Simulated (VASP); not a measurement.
# Cl2SiH2 in VASP: a series of runs

The runs below take Cl2SiH2 through single point, relaxation of the atoms, with PBE+D3(BJ).

Program: VASP 6.6.1. These are calculated values, not measurements. Logs are shortened: lines on timing, memory, paths and dates and some standing lists are left out, and cuts for length are marked.

### Step 1. The cell of the first run

The cell holds a molecule in a box, 5 atoms: a = 14.420 Å, b = 14.500 Å, c = 15.000 Å, α = 90.00°, β = 90.00°, γ = 90.00°.

### Step 2. Single point, PBE+D3(BJ)

Input file INCAR:

```
SYSTEM = SiH2Cl2
PREC = Accurate
ENCUT = 520
EDIFF = 1E-6
ISMEAR = 0
SIGMA = 0.005
LREAL = .False.
LASPH = .True.
NELM = 60
ALGO = Normal
ISIF = 2
LWAVE = .False.
LCHARG = .False.
GGA = PE
IVDW = 12
ISYM = 0
NBANDS = 18
```

Input file KPOINTS:

```
Automatic mesh
0
Gamma
  1 1 1
  0 0 0
```

Input file POSCAR:

```
SiH2Cl2
1.0
   14.4196805142      0.0000000000      0.0000000000
    0.0000000000     14.5000000000      0.0000000000
    0.0000000000      0.0000000000     15.0000000000
Cl Si H
2 1 2
Direct
    0.3825381513      0.5727346310      0.4935788567
    0.6161796967      0.5670565501      0.4925387642
    0.4973864207      0.4890016679      0.4970782456
    0.4965312099      0.4369898983      0.5822505905
    0.4955228836      0.4282590690      0.4175016772
```

Potentials or basis: VASP PAW PBE potentials, release 64 (Cl, Si, H).

Run with:

```console
$ cat potpaw_PBE.64/Cl/POTCAR potpaw_PBE.64/Si/POTCAR potpaw_PBE.64/H/POTCAR > POTCAR
$ mpirun -np 1 vasp_gam > vasp.out
```

OUTCAR:

```text
SYSTEM = SiH2Cl2
   PREC = Accurate
   ENCUT = 520
   EDIFF = 1E-6
   ISMEAR = 0
   LREAL = .False.
   LASPH = .True.
   NELM = 60
   ISIF = 2
   GGA = PE
   IVDW = 12
   ISYM = 0
 IVDW          = 12

 ion  position               nearest neighbor table
   1  0.383  0.573  0.494-   3 2.05
   2  0.616  0.567  0.493-   3 2.05
   3  0.497  0.489  0.497-   4 1.48   5 1.48   1 2.05   2 2.05
   4  0.497  0.437  0.582-   3 1.48
   5  0.496  0.428  0.418-   3 1.48

IMPORTANT INFORMATION: All symmetrisations will be switched off!
NOSYMM: (Re-)initialisation of all symmetry stuff for point group C_1.

----------------------------------------------------------------------------------------

                                     Primitive cell

  volume of cell :    3136.2805

  direct lattice vectors                    reciprocal lattice vectors
    14.419680514  0.000000000  0.000000000     0.069349664  0.000000000  0.000000000
     0.000000000 14.500000000  0.000000000     0.000000000  0.068965517  0.000000000
     0.000000000  0.000000000 15.000000000     0.000000000  0.000000000  0.066666667

  length of vectors
    14.419680514 14.500000000 15.000000000     0.069349664  0.068965517  0.066666667

  position of ions in fractional coordinates (direct lattice)
     0.382538151  0.572734631  0.493578857
     0.616179697  0.567056550  0.492538764
     0.497386421  0.489001668  0.497078246
     0.496531210  0.436989898  0.582250591
     0.495522884  0.428259069  0.417501677

  ion indices of the primitive-cell ions
   primitive index   ion index
                 1           1
                 2           2
                 3           3
                 4           4
                 5           5

----------------------------------------------------------------------------------------

 KPOINTS: Automatic mesh

Automatic generation of k-mesh.
 Grid dimensions read from file:
 generate k-points for:    1    1    1

 Generating k-lattice:

  Cartesian coordinates                     Fractional coordinates (reciprocal lattice)
     0.069349664  0.000000000  0.000000000     1.000000000  0.000000000  0.000000000
     0.000000000  0.068965517  0.000000000     0.000000000  1.000000000  0.000000000
     0.000000000  0.000000000  0.066666667     0.000000000  0.000000000  1.000000000

  Length of vectors
     0.069349664  0.068965517  0.066666667

  Shift w.r.t. Gamma in fractional coordinates (k-lattice)
     0.000000000  0.000000000  0.000000000

 Subroutine IBZKPT returns following result:
 ===========================================

 Found      1 irreducible k-points:

 Following reciprocal coordinates:
            Coordinates               Weight
  0.000000  0.000000  0.000000      1.000000
   k-points           NKPTS =      1   k-points in BZ     NKDIM =      1   number of bands    NBANDS=     18
   number of dos      NEDOS =    301   number of ions     NIONS =      5
   total plane-waves  NPLWV = ******
   dimension x,y,z NGX =   108 NGY =  108 NGZ =  112
   dimension x,y,z NGXF=   216 NGYF=  216 NGZF=  224
   ions per type =               2   1   2
   NGX,Y,Z   is equivalent  to a cutoff of  12.45, 12.38, 12.41 a.u.
   NGXF,Y,Z  is equivalent  to a cutoff of  24.90, 24.76, 24.83 a.u.
 SYSTEM =  SiH2Cl2
   PREC   = accura    normal or accurate (medium, high low for compatibility)
   ISTART =      0    job   : 0-new  1-cont  2-samecut
   ICHARG =      2    charge: 1-file 2-atom 10-const
   ISPIN  =      1    spin polarized calculation?
   LNONCOLLINEAR =      F non collinear calculations
   LSORBIT =      F    spin-orbit coupling
   LASPH  =      T    aspherical Exc in radial PAW
   ENCUT  =  520.0 eV  38.22 Ry    6.18 a.u.  26.81 26.96 27.89*2*pi/ulx,y,z
   NELM   =     60;   NELMIN=  2; NELMDL= -5     # of ELM steps
   EDIFF  = 0.1E-05   stopping-criterion for ELM
   LREAL  =      F    real-space projection
   EDIFFG = 0.1E-04   stopping-criterion for IOM
   NSW    =      0    number of steps for IOM
   IBRION =     -1    ionic relax: 0-MD 1-quasi-New 2-CG
   NFREE  =      0    steps in history (QN), initial steepest desc. (CG)
   ISIF   =      2    stress and relaxation
   ISYM   =      0    0-nonsym 1-usesym 2-fastsym
   POTIM  = 0.5000    time-step for ionic-motion
   TEBEG  =    0.0;   TEEND  =   0.0 temperature during run
   PSTRESS=    0.0 pullay stress
   NELECT =      20.0000    total number of electrons
   NUPDOWN=      -1.0000    fix difference up-down
   EMIN   =  10.00;   EMAX   =-10.00  energy-range for DOS
   EFERMI =   0.00;   METHOD = LEGACY
   ISMEAR =     0;   SIGMA  =   0.01  broadening in eV -4-tet -1-fermi 0-gaus
   EFERMI_NEDOS =   21; number of points for ismear=-14 and -15
   IALGO  =     38    algorithm
   IMIX   =      4    mixing-type and parameters
     AMIX     =   0.40;   BMIX     =  1.00
     AMIX_MAG =   1.60;   BMIX_MAG =  1.00
  volume/ion in A,a.u.               =     627.26      4232.93
  Fermi-wavevector in a.u.,A,eV,Ry     =   0.303585  0.573692  1.253963  0.092164
  Thomas-Fermi vector in A             =   1.174881
   LORBIT       =      0    0 simple, 1 ext, 2 COOP (PROOUT), +10 PAW based schemes
   GGA     = PE    functional components
   LHFCALC =     F    Hartree Fock is set to
   AEXX    =    0.0000 exact exchange contribution
   IVDW    =    12    specifies the selected vdW correction
   LEPSILON=     F    determine dielectric tensor
   LRPA    =     F    only Hartree local field effects (RPA)
 non-spin polarized calculation
 Gauss-broadening in eV      SIGMA  =   0.01
  energy-cutoff  :      520.00
  volume of cell :     3136.28
 maximum number of plane-waves:     42170
 NGX is ok and might be reduce to   108
   NGX = 53   NGY = 53   NGZ = 55

 number of electron      20.0000002 magnetization

 Free energy of the ion-electron system (eV)
  ---------------------------------------------------
  ext. energy  EPLUGINS =         0.00000000
  ---------------------------------------------------
  free energy    TOTEN  =       -18.99555119 eV

  energy without entropy =      -18.99555119  energy(sigma->0) =      -18.99555119

 E-fermi :  -7.5445     XC(G=0):  -0.4762

 val. band max:       -7.5709857984   @ k =   0.0000   0.0000   0.0000
 cond. band min:      -1.0524115901   @ k =   0.0000   0.0000   0.0000
 fundamental gap:      6.5185742083
 Fermi energy:        -7.5445351375

 k-point     1 :       0.0000    0.0000    0.0000
  band No.  band energies     occupation
      1     -21.1551      2.00000
      2     -20.5840      2.00000
      3     -13.5245      2.00000
      4     -10.1374      2.00000
      5      -9.9287      2.00000
      6      -9.8329      2.00000
[... 10 lines left out ...]
     17       0.6086      0.00000
     18       0.6975      0.00000

------------------------ aborting loop because EDIFF is reached ----------------------------------------

 Edisp (eV)   -0.12226

 E8    (eV) :    -0.0467

  FORCE on cell =-STRESS in cart. coord.  units (eV):
  Direction    XX          YY          ZZ          XY          YZ          ZX
  --------------------------------------------------------------------------------------
  -------------------------------------------------------------------------------------
  Total      -0.19992    -0.12730    -0.07845     0.00131     0.00196     0.00058
  in kB      -0.10213    -0.06503    -0.04008     0.00067     0.00100     0.00030
  external pressure =       -0.07 kB  Pullay stress =        0.00 kB

 VOLUME and BASIS-vectors are now :
 -----------------------------------------------------------------------------
  energy-cutoff  :      520.00
  volume of cell :     3136.28
      direct lattice vectors                 reciprocal lattice vectors
    14.419680514  0.000000000  0.000000000     0.069349664  0.000000000  0.000000000
     0.000000000 14.500000000  0.000000000     0.000000000  0.068965517  0.000000000
     0.000000000  0.000000000 15.000000000     0.000000000  0.000000000  0.066666667

 POSITION                                       TOTAL-FORCE (eV/Angst)
 -----------------------------------------------------------------------------------
      5.51608      8.30465      7.40368         0.042422     -0.028614      0.001249
      8.88511      8.22232      7.38808        -0.044825     -0.026619      0.001747
      7.17215      7.09052      7.45617         0.002935      0.045111     -0.003159
      7.15982      6.33635      8.73376        -0.000303      0.004402     -0.010869
      7.14528      6.20976      6.26253        -0.000229      0.005719      0.011032
 -----------------------------------------------------------------------------------
    total drift:                                0.000123     -0.000104      0.000004

  FREE ENERGIE OF THE ION-ELECTRON SYSTEM (eV)
  ---------------------------------------------------
  free  energy   TOTEN  =       -19.1178158781 eV

  energy  without entropy=      -19.1178158781  energy(sigma->0) =      -19.11781588
```

Wall time 6.1 min (1 thread of Intel Xeon Platinum 8175M at 2.50GHz (Skylake/Cascade Lake), shared host); peak memory 1.9 GiB.

Results:

- Free energy: -19.1178 eV
- Largest force: 0.052 eV/Å
- Gap between the frontier levels: 6.52 eV
- Dispersion energy per atom: -0.024 eV

Forces on the atoms (eV/Å):
```
Cl   0.042 -0.029  0.001
Cl  -0.045 -0.027  0.002
Si   0.003  0.045 -0.003
H    0.000  0.004 -0.011
H    0.000  0.006  0.011
```

Levels at points of the mesh, in eV from the valence-band top:
| k point | band 8 | band 9 | band 10 | band 11 | band 12 | band 13 |
| --- | --- | --- | --- | --- | --- | --- |
| (0.00, 0.00, 0.00) | -0.54 | -0.30 | 0.00 | 6.52 | 6.72 | 7.09 |

### Step 3. Relaxation of the atoms, PBE+D3(BJ)

Input file INCAR:

```
PREC = Accurate
ENCUT = 520
EDIFF = 1E-6
ISMEAR = 0
SIGMA = 0.005
LREAL = F
LASPH = T
NELM = 100
ALGO = Normal
ISIF = 2
LWAVE = F
LCHARG = F
GGA = PE
IVDW = 12
IBRION = 2
NSW = 100
EDIFFG = -0.01
ISYM = 0
```

Input file KPOINTS:

```
Automatic mesh
0
Gamma
  1 1 1
```

Input file POSCAR:

```
SiH2Cl2
1.0
   14.4196805142      0.0000000000      0.0000000000
    0.0000000000     14.5000000000      0.0000000000
    0.0000000000      0.0000000000     15.0000000000
Cl Si H
2 1 2
Direct
    0.3814231525      0.5739865893      0.4939361395
    0.6185768475      0.5692073276      0.4930257000
    0.4964538432      0.4894124321      0.4959862947
    0.4964970392      0.4354220565      0.5788823788
    0.4952074797      0.4260134107      0.4211176212
```

Potentials or basis: VASP PAW PBE potentials, release 64 (Cl, Si, H).

Run with:

```console
$ cat potpaw_PBE.64/Cl/POTCAR potpaw_PBE.64/Si/POTCAR potpaw_PBE.64/H/POTCAR > POTCAR
$ mpirun -np 1 vasp_gam > vasp.out
```

Run time: 48 min. Hardware: 1 thread of Intel Xeon Platinum 8175M at 2.50GHz (Skylake/Cascade Lake), shared host; peak memory 1.9 GiB.

Results (log left out):

```yaml
Free_energy: -19.1180 eV
Energy_gained_by_relaxing: 10.6 meV/atom
Ionic_steps: 18
Largest_force_after_relaxing: 0.004 eV/Å
Gap_between_the_frontier_levels: 6.54 eV
Dispersion_energy_per_atom: -0.024 eV
```

Forces on the atoms (eV/Å):
```
Cl   0.000 -0.001  0.001
Cl   0.002  0.001  0.001
Si  -0.003  0.001 -0.003
H    0.000  0.001  0.002
H    0.000 -0.002 -0.001
```

The path:
| step | energy change (eV) | largest force (eV/Å) | pressure (GPa) |
| --- | --- | --- | --- |
| 1 | 0.0000 | 1.0469 | -0.02 |
| 2 | -0.0164 | 1.2222 | 0.00 |
| 3 | -0.0354 | 0.3060 | -0.01 |
| 4 | -0.0438 | 0.2386 | 0.00 |
| 5 | -0.0458 | 0.3673 | 0.00 |
| 6 | -0.0509 | 0.1355 | 0.01 |
| 7 | -0.0515 | 0.1458 | 0.01 |
| 8 | -0.0524 | 0.0648 | 0.00 |
| 9 | -0.0525 | 0.0650 | 0.00 |
| 10 | -0.0527 | 0.0276 | 0.00 |
| 11 | -0.0527 | 0.0271 | 0.00 |
| 12 | -0.0528 | 0.0232 | 0.00 |
| 13 | -0.0529 | 0.0487 | 0.00 |
| 14 | -0.0530 | 0.0273 | 0.00 |
| 15 | -0.0530 | 0.0149 | 0.00 |
| 16 | -0.0530 | 0.0111 | 0.00 |
| 17 | -0.0530 | 0.0120 | 0.00 |
| 18 | -0.0530 | 0.0043 | 0.00 |

Final structure:
```yaml
crystal:
  lattice:
    - [14.41968, 0.00000, 0.00000]
    - [0.00000, 14.50000, 0.00000]
    - [0.00000, 0.00000, 15.00000]
  atoms:
    - { symbol: Cl, position: [0.38272, 0.57270, 0.49355] }
    - { symbol: Cl, position: [0.61597, 0.56706, 0.49249] }
    - { symbol: Si, position: [0.49740, 0.48905, 0.49710] }
    - { symbol: H, position: [0.49655, 0.43698, 0.58219] }
    - { symbol: H, position: [0.49552, 0.42825, 0.41763] }
```

Levels at points of the mesh, in eV from the valence-band top:
| k point | band 7 | band 8 | band 9 | band 10 | band 11 | band 12 | band 13 | band 14 |
| --- | --- | --- | --- | --- | --- | --- | --- | --- |
| (0.00, 0.00, 0.00) | -0.68 | -0.55 | -0.31 | 0.00 | 6.54 | 6.73 | 7.09 | 7.69 |
